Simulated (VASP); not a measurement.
TiO2: single point with r2SCAN

The system is TiO2.

```
CELL_PARAMETERS angstrom
4.59695 0.00000 0.00000
0.00000 4.59695 0.00000
0.00000 0.00000 2.95354
ATOMIC_POSITIONS crystal
Ti 0.00000 0.00000 0.00000
Ti 0.50000 0.50000 0.50000
O 0.30463 0.30463 0.00000
O 0.19537 0.80463 0.50000
O 0.69537 0.69537 0.00000
O 0.80463 0.19537 0.50000
```

| Property | Result |
| --- | --- |
| Program | VASP 6.6.1 |
| Task | single point |
| Functional | r2SCAN |
| Potentials or basis | VASP PAW PBE potentials, release 64 (Ti_sv, O) |
| Cutoff | 520 eV |
| k mesh | 6 × 6 × 10 |
| Occupations | gaussian, width 0.02 eV |
| Spin | no spin polarisation |

The pressure is 1.3 GPa and the largest force is 0.036 eV/Å. The band gap on the k mesh is 2.23 eV.

Forces on the atoms (eV/Å):
```
Ti   0.000  0.000  0.000
Ti   0.000  0.000  0.000
O   -0.026 -0.026  0.000
O    0.026 -0.026  0.000
O    0.026  0.026  0.000
O   -0.026  0.026  0.000
```

Stress tensor (GPa, compression positive):
```
1.03 0.00 0.00
0.00 1.03 0.00
0.00 0.00 1.76
```

Levels at points of the mesh, in eV from the valence-band top:
| k point | band 20 | band 21 | band 22 | band 23 | band 24 | band 25 | band 26 | band 27 | band 28 | band 29 |
| --- | --- | --- | --- | --- | --- | --- | --- | --- | --- | --- |
| (0.00, 0.00, 0.00) | -2.07 | -0.76 | -0.49 | -0.49 | 0.00 | 2.23 | 2.55 | 2.79 | 2.88 | 2.88 |
| (0.50, 0.00, 0.00) | -3.15 | -1.70 | -1.70 | -0.77 | -0.77 | 2.92 | 2.92 | 3.41 | 3.41 | 3.95 |
| (0.50, 0.50, 0.00) | -2.21 | -1.38 | -1.38 | -1.13 | -1.13 | 2.27 | 2.27 | 2.90 | 2.90 | 4.21 |
| (0.00, 0.00, 0.50) | -2.89 | -2.40 | -2.40 | -1.48 | -1.48 | 3.33 | 3.33 | 3.59 | 3.59 | 4.05 |
| (0.50, 0.00, 0.50) | -2.47 | -2.08 | -2.08 | -1.09 | -1.09 | 2.29 | 2.29 | 3.62 | 3.62 | 4.29 |
| (0.50, 0.50, 0.50) | -2.86 | -1.32 | -1.32 | -0.72 | -0.72 | 2.97 | 2.97 | 3.60 | 3.60 | 3.64 |

It took 5.2 min on 1 thread of Intel(R) Xeon(R) Platinum 8488C (Sapphire Rapids), with other jobs on the host, peak memory 0.24 GiB.

Caveat: the PAW data sets were made with another functional, which shifts forces and pressure a little. r2SCAN opens gaps a little over a GGA but as a rule still falls short of measured ones.
